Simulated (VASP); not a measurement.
Crystal: Co.

```
Co
1.0
     2.43717    0.00000    0.00000
    -1.21859    2.11065    0.00000
     0.00000    0.00000    7.97892
Co
4
Direct
  0.66667 0.33333 0.75000
  0.00000 0.00000 0.50000
  0.33333 0.66667 0.25000
  0.00000 0.00000 0.00000
```

Base run:

```yaml
Program: VASP 6.6.1
Functional: BLYP
Potentials_or_basis: VASP PAW PBE potentials, release 64 (Co_sv)
Cutoff: 690 eV
k_mesh: 12 × 12 × 4
Occupations: fermi-dirac, width 0.05 eV
Spin: collinear spin, ferromagnetic start
Starting_moments: "[2.0, 2.0, 2.0, 2.0] μB"
```

Its results: pressure 23.4 GPa; net moment 6.19 μB per cell; site moments Co +1.61, +1.58 (each value once) μB.

The run is repeated on the same cell with these changes: functional from BLYP to RPBE. What comes out?

Pressure 19.7 GPa; net moment 6.49 μB per cell; site moments Co +1.70, +1.68 (each value once) μB.

Caveats: the cell stands under pressure; the PAW data sets were made with another functional, which shifts forces and pressure a little.
